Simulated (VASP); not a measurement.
Runs of VASP 6.6.1 on KBr. The structure is that of space group I4/mmm (No. 139), or close to it. The cells are those of the table. 

```csv
cell,gap on the mesh (eV),pressure (GPa)
"a = 4.547, b = 4.547, c = 4.817 Å, angles 58.0, 58.0, 64.0°, 2 atoms",4.23,1.0
"a = 4.540, b = 4.540, c = 4.631 Å, angles 59.3, 59.3, 61.3°, 2 atoms",4.41,0.9
"a = 4.820, b = 4.820, c = 5.002 Å, angles 58.7, 58.7, 62.5°, 2 atoms",3.99,-1.4
"a = 4.635, b = 4.635, c = 4.817 Å, angles 58.7, 58.7, 62.6°, 2 atoms",4.21,(a)
"a = 4.732, b = 4.732, c = 4.446 Å, angles 62.0, 62.0, 56.0°, 2 atoms",4.30,0.8
"a = 4.910, b = 4.910, c = 5.002 Å, angles 59.4, 59.4, 61.2°, 2 atoms",3.91,(b)
"a = 4.732, b = 4.732, c = 5.002 Å, angles 58.1, 58.1, 63.8°, 2 atoms",4.05,-0.8
"a = 4.646, b = 4.646, c = 5.002 Å, angles 57.4, 57.4, 65.1°, 2 atoms",4.06,(c)
"a = 4.820, b = 4.820, c = 4.631 Å, angles 61.3, 61.3, 57.4°, 2 atoms",4.14,-0.7
"a = 4.725, b = 4.725, c = 4.817 Å, angles 59.4, 59.4, 61.3°, 2 atoms",4.14,-0.9
```

Alike in all rows: task single point; level PBEsol; potentials or basis VASP PAW PBE potentials, release 64 (K_sv, Br); no spin polarisation; k mesh 6 × 6 × 6; cutoff (eV) 520; smearing gaussian 0.05 eV.

**Question.** Estimate the missing entries.

**Answer.** (a) -0.2; (b) -1.8; (c) 0.3.

Caveats: the PAW data sets were made with another functional, which shifts forces and pressure a little.

A k mesh can miss the band edges, and the runs leave out spin-orbit coupling on Br.
